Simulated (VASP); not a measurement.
Here is a VASP 6.6.1 calculation.

The input INCAR:

```
SYSTEM = MgO
PREC = Accurate
ENCUT = 520
EDIFF = 1E-7
ISMEAR = 0
SIGMA = 0.05
LREAL = .False.
LASPH = .True.
NELM = 80
ALGO = Normal
ISIF = 2
LWAVE = .False.
LCHARG = .False.
GGA = PE
NBANDS = 16
```

KPOINTS

```
Automatic mesh
0
Gamma
  9 9 6
  0 0 0
```

The input POSCAR:

```
MgO
1.0
    3.3152854007      0.0000000000      0.0000000000
   -1.6576427004      2.8711213778      0.0000000000
    0.0000000000      0.0000000000      5.1215474231
Mg O
2 2
Direct
    0.3398290531      0.6796581063      0.0063188067
    0.6601709469      0.3203418937      0.5063188067
    0.3273316294      0.6546632589      0.3982811933
    0.6726683706      0.3453367411      0.8982811933
```

Potentials or basis: VASP PAW PBE potentials, release 64 (Mg, O).

The run is started by

```bash
$ cat potpaw_PBE.64/Mg/POTCAR potpaw_PBE.64/O/POTCAR > POTCAR
$ mpirun -np 1 vasp_std > vasp.out
```

**Question.** Predict the pressure.

**Answer.** -0.5 GPa.

**Question.** Predict the largest force.

**Answer.** 0.120 eV/Å.

**Question.** What does it give for the band gap on the k mesh?

**Answer.** 3.38 eV, direct.

Forces in eV/Å, atoms in the order of the input:
```
Mg   0.000 -0.120  0.009
Mg   0.000  0.120  0.009
O    0.000  0.069 -0.009
O    0.000 -0.069 -0.009
```

Caveat: the cell differs from its parent crystal (mode 4 frozen in at +0.000 Å and mode 5 at +0.037 Å (largest displacements)). A k mesh can miss the band edges.
